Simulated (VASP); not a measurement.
Cu: single point with PBE

Cu:

```xyz
1
Lattice="0.0000 1.6629 1.8798 1.6629 0.0000 1.8798 1.6629 1.6629 0.0000" Properties=species:S:1:pos:R:3 pbc="T T T"
Cu    0.0000    0.0000    0.0000
```

This cell differs from its parent crystal: strain -0.080 along x and y, +0.040 along z.

* Program: VASP 6.6.1
* Task: single point
* Functional: PBE
* Potentials or basis: VASP PAW PBE potentials, release 64 (Cu)
* Cutoff: 520 eV
* k mesh: 22 × 22 × 22
* Occupations: gaussian, width 0.15 eV
* Spin: no spin polarisation

| Item | Value |
| --- | --- |
| Pressure | 29.5 GPa |

Stress tensor (GPa, compression positive):
```
34.51  0.00  0.00
 0.00 34.51  0.00
 0.00  0.00 19.48
```

Levels at points of the mesh, in eV from the Fermi level:
```
           k point  band 2  band 3  band 4  band 5  band 6  band 7  band 8  band 9  band 10  band 11
(0.00, 0.00, 0.00)   -3.99   -3.22   -3.22   -2.94   -2.17   23.86   26.53   27.67    27.67    29.95
(0.50, 0.00, 0.00)   -3.90   -3.20   -1.93   -1.71   -1.39    4.48   19.61   24.73    24.75    26.40
(0.50, 0.50, 0.00)   -5.18   -1.78   -1.68   -1.68   -0.38    5.85   16.24   16.24    20.74    24.35
(0.50, 0.00, 0.50)   -5.16   -1.92   -1.90   -1.37    2.39    9.16   13.15   13.28    18.18    21.71
```

It took 38 s on 1 thread of Intel(R) Xeon(R) 6975P-C (Granite Rapids), on a shared host, peak memory 0.21 GiB.

Caveat: the cell differs from its parent crystal (strain -0.080 along x and y, +0.040 along z).
